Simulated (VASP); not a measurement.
A run of VASP 6.6.1:

Contents of INCAR:

```
SYSTEM = Si
ALGO = Normal
EDIFF = 1E-6
ENCUT = 520
GGA = PE
ISIF = 2
ISMEAR = 0
LASPH = .TRUE.
LCHARG = .TRUE.
LELF = .TRUE.
LREAL = Auto
LVHAR = .TRUE.
LWAVE = .FALSE.
NBANDS = 48
NELM = 100
PREC = Accurate
SIGMA = 0.05
```

The input KPOINTS:

```
k-points
0
G
  2 2 2
  0 0 0
```

File POSCAR:

```
Si
1.0
    0.0000000000      5.4300000000      5.4300000000
    5.4300000000      0.0000000000      5.4300000000
    5.4300000000      5.4300000000      0.0000000000
Si
17
Direct
   -0.0071658379     -0.0071949355     -0.0060291897
    0.1160716390      0.1156116022      0.1169121547
    0.0050530387      0.0051596685      0.4853826888
    0.1279405157      0.1283348066      0.6184419890
    0.0051427256      0.4840609576      0.0064182320
    0.1280310313      0.6172719153      0.1294741252
    0.0035122468      0.5004925414      0.5016304788
    0.1341624309      0.6211324125      0.6223909761
    0.4846489871      0.0046806630      0.0058707182
    0.6172886740      0.1279050645      0.1289702578
    0.5001175875      0.0041404236      0.5011354512
    0.6211602210      0.1341955801      0.6221370166
    0.5002094843      0.5000735727      0.0051258748
    0.6212046041      0.6209134438      0.1353836096
    0.5056957643      0.5057123389      0.5069088398
    0.6298775322      0.6304830571      0.6314677716
    0.8641355433      0.8632475138      0.8645965009
```

Potentials or basis: VASP PAW PBE potentials, release 64 (Si).

Run with:

```bash
$ cat potpaw_PBE.64/Si/POTCAR > POTCAR
$ mpirun -np 1 vasp_std > vasp.out
```

Hardware: 1 thread of Intel Xeon 6975P-C, with other jobs on the host.

Problem. Estimate the wall time of this run.

Solution. It took 5 min on 1 thread of Intel Xeon 6975P-C, on a shared host, peak memory 0.47 GiB. Counts: scf iterations 14, k points 8.
